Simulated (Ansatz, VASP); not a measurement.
## One calculation of KCl, two programs

File POSCAR:

```
KCl
1.0
    3.8134288075      0.0000000000      0.0000000000
    0.0000000000      3.8134288075      0.0000000000
    0.0000000000      0.0000000000      3.8134288075
K Cl
1 1
Direct
    0.0000000000      0.0000000000      0.0000000000
    0.5000000000      0.5000000000      0.5000000000
```

Contents of INCAR.step1:

```
PREC = Accurate
ENCUT = 520
EDIFF = 1E-5
ISMEAR = -1
SIGMA = 0.05
LREAL = F
LASPH = T
NELM = 60
ALGO = Normal
ISIF = 2
LWAVE = T
LCHARG = F
NBANDS = 15
GGA = PE
```

File INCAR.step2:

```
PREC = Accurate
ENCUT = 520
EDIFF = 1E-6
ISMEAR = -1
SIGMA = 0.05
LREAL = F
LASPH = T
NELM = 60
ALGO = Normal
ISIF = 2
LWAVE = F
LCHARG = F
GGA = PE
LHFCALC = T
HFSCREEN = 0.2079
PRECFOCK = Normal
NBANDS = 15
ISTART = 1
```

File KPOINTS:

```
Automatic mesh
0
Gamma
  4 4 4
```

Contents of input:

```
crystal:
  lattice:
    - [3.8134288075, 0.0, 0.0]
    - [0.0, 3.8134288075, 0.0]
    - [0.0, 0.0, 3.8134288075]
  atoms:
    - { symbol: K, position: [0.0, 0.0, 0.0] }
    - { symbol: Cl, position: [0.5, 0.5, 0.5] }
hamiltonian:
  xc: hse06
  pseudopotentials: { kind: paw }
kpoints:
  mp_grid: { grid: [4, 4, 4] }
scf:
  occupations: { method: fermi_dirac, width: 0.05 }
output:
  forces: true
  stress: true
  eigenvalues: true
```

Alike in both runs: task single point; functional HSE06; k mesh 4 × 4 × 4; occupations fermi-dirac, width 0.05 eV; no spin polarisation.

```csv
,VASP,Ansatz
version,VASP 6.6.1,Ansatz 0.2.0
potentials or method,"VASP PAW PBE potentials, release 64 (K_sv, Cl)",Ansatz PAW
plane-wave cutoff (eV),520,420
valence electrons in the cell,16,16
```

```tsv
	VASP	Ansatz	Ansatz less VASP
gap on the k mesh at the Fermi level (eV)	6.21	6.21	+0.001
least direct gap on the mesh (eV)	6.43	6.43	0.000
pressure (GPa)	-0.1	-0.1	-0.01
```
